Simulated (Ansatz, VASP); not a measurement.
**One calculation of Si3N4, two programs**

```
CELL_PARAMETERS angstrom
-3.26349 3.26349 3.26349
3.26349 -3.26349 3.26349
3.26349 3.26349 -3.26349
ATOMIC_POSITIONS crystal
Si 0.25000 0.12500 0.87500
Si 0.87500 0.25000 0.12500
Si 0.75000 0.37500 0.62500
Si 0.62500 0.75000 0.37500
Si 0.12500 0.87500 0.25000
Si 0.37500 0.62500 0.75000
N 0.56511 0.56511 0.56511
N 0.43489 0.50000 0.00000
N 0.50000 0.00000 0.93489
N 0.00000 0.43489 0.50000
N 0.93489 0.50000 0.00000
N 0.06511 0.06511 0.06511
N 0.00000 0.93489 0.50000
N 0.50000 0.00000 0.43489
```

Alike in both runs: functional r2SCAN; k mesh 6 × 6 × 6; occupations fermi-dirac, width 0.02 eV; no spin polarisation.

Ansatz relaxed the structure, and its values are those at the end. VASP's run is a single point on that final structure, the one shown.

|  | VASP | Ansatz |
| --- | --- | --- |
| version | VASP 6.6.1 | Ansatz 0.2.0 |
| potentials or method | VASP PAW PBE potentials, release 64 (Si, N), cutoff 520 eV | PAW plane waves |
| valence electrons in the cell | 64 | 64 |

|  | VASP | Ansatz | Ansatz less VASP |
| --- | --- | --- | --- |
| gap on the k mesh at the Fermi level (eV) | 4.58 | 4.57 | -0.005 |
| pressure (GPa) | -10.1 | -10.0 | +0.12 |

VASP's potentials were made for PBE, not for r2SCAN. The functional is the same, so the differences come from potentials, cutoffs and numerics. Ansatz's warnings: stress scf threshold loose.
